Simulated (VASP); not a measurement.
Input of a VASP 6.6.1 run:

The input INCAR:

```
ALGO = Fast
EDIFF = 1E-7
ENCUT = 520
GGA = PS
ISIF = 2
ISMEAR = 0
LASPH = True
LCHARG = False
LREAL = False
LWAVE = False
NBANDS = 18
NELM = 100
PREC = Accurate
SIGMA = 0.15
```

KPOINTS

```
k-points
0
Gamma
  22 22 20
```

File POSCAR:

```
Cu
1.0
    1.2058562404     -4.0914501809      0.0000000000
    1.2058562404      4.0914501809      0.0000000000
    0.0000000000      0.0000000000      2.5498101083
Cu
2
Direct
    0.1338543804      0.8661456196      0.2500000000
    0.8661456196      0.1338543804      0.7500000000
```

Potentials or basis: VASP PAW PBE potentials, release 64 (Cu).

The run is started by

```bash
$ cat potpaw_PBE.64/Cu/POTCAR > POTCAR
$ mpirun -np 1 vasp_std > vasp.out
```

(1) What does it give for the pressure?

(2) What does it give for the band gap on the k mesh?

Answers

(1) -6.8 GPa.

(2) zero (bands 11 and 12 overlap by 5.62 eV).

Caveat: the stress differs along the axes, from -10 to -0 GPa; the PAW data sets were made with another functional, which shifts forces and pressure a little.
